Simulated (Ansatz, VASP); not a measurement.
**GaAs in VASP and in Ansatz**

```
Ga As
1.0
     2.75644    2.75644    0.00000
    -2.75644    2.75644    0.00000
     0.00000    2.75644    2.75644
Ga As
1 1
Direct
  0.00000 0.00000 0.00000
  0.75000 0.25000 0.50000
```

Alike in both runs: task single point; functional LDA; k mesh 8 × 8 × 8; no spin polarisation.

|  | VASP | Ansatz |
| --- | --- | --- |
| version | VASP 6.6.1 | Ansatz 0.2.0 |
| potentials or method | VASP PAW LDA potentials, release 64 (Ga_d, As), cutoff 500 eV | all-electron LAPW, scalar-relativistic |
| occupations | gaussian, width 0.01 eV | fixed |

|  | VASP | Ansatz | Ansatz less VASP |
| --- | --- | --- | --- |
| gap on the k mesh at the Fermi level (eV) | 0.91 | 0.86 | -0.054 |
| pressure (GPa) | 4.4 | 4.1 | -0.37 |

LDA's correlation is that of Perdew and Zunger in VASP and of Perdew and Wang (1992) in Ansatz. Ansatz ran all-electron here, and VASP with PAW potentials.
